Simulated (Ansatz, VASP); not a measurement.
One calculation of Cu, two programs

The input POSCAR:

```
Cu
1.0
    2.5674438712      0.0000000000      0.0000000000
   -1.2837219356      2.2234716153      0.0000000000
    0.0000000000      0.0000000000      4.1666899825
Cu
2
Direct
    0.6666666667      0.3333333333      0.7500000000
    0.3333333333      0.6666666667      0.2500000000
```

INCAR.step1

```
SYSTEM = Cu
PREC = Accurate
ENCUT = 520
EDIFF = 1E-5
ISMEAR = -1
SIGMA = 0.05
LREAL = .False.
LASPH = .True.
NELM = 60
ALGO = Normal
ISIF = 2
LWAVE = .True.
GGA = PE
NBANDS = 18
```

INCAR.step2

```
SYSTEM = Cu
PREC = Accurate
ENCUT = 520
EDIFF = 1E-6
ISMEAR = -1
SIGMA = 0.05
LREAL = .False.
LASPH = .True.
NELM = 60
ALGO = Normal
ISIF = 2
LWAVE = .False.
LCHARG = .True.
METAGGA = R2SCAN
LHFCALC = .True.
AEXX = 0.25
LMIXTAU = .True.
PRECFOCK = Normal
LELF = .True.
LVHAR = .True.
ISTART = 1
NBANDS = 18
```

The input KPOINTS:

```
Automatic mesh
0
Gamma
  6 6 4
  0 0 0
```

The input input.yaml:

```yaml
crystal:
  lattice:
    - [2.5674438712, 0.0, 0.0]
    - [-1.2837219356, 2.2234716153, 0.0]
    - [0.0, 0.0, 4.1666899825]
  atoms:
    - { symbol: Cu, position: [0.6666666667, 0.3333333333, 0.75] }
    - { symbol: Cu, position: [0.3333333333, 0.6666666667, 0.25] }
hamiltonian:
  xc: r2scan0
  pseudopotentials: { kind: paw }
kpoints:
  mp_grid: { grid: [6, 6, 4] }
scf:
  occupations: { method: fermi_dirac, width: 0.05 }
output:
  forces: true
  stress: true
  eigenvalues: true
  write_density: true
  write_potential: true
  elf: true
  volumetric_format: npy
```

Alike in both runs: task single point; functional r2SCAN0; k mesh 6 × 6 × 4; occupations fermi-dirac, width 0.05 eV; no spin polarisation.

```csv
,VASP,Ansatz
version,VASP 6.6.1,Ansatz 0.2.0
potentials or method,"VASP PAW PBE potentials, release 64 (Cu)",Ansatz PAW
plane-wave cutoff (eV),520,500
valence electrons in the cell,22,38
```

Ansatz gave:

* gap on the k mesh at the Fermi level (eV): none
* pressure (GPa): -1.6
* traceless stress, the component that is largest in VASP (GPa): -1.93

Question: Which values does VASP return?

Answer: gap on the k mesh at the Fermi level (eV): none; pressure (GPa): -1.3; traceless stress, the component that is largest in VASP (GPa): -1.92.

VASP's potentials were made for PBE, not for r2SCAN0. A gap of «none» marks a metal or a gap that the smearing closes. VASP's potentials hold 22 valence electrons a cell and Ansatz's 38, so a difference there can come from the potentials and not from the codes.

The k mesh is coarse, so the values compare programs but aren't converged.
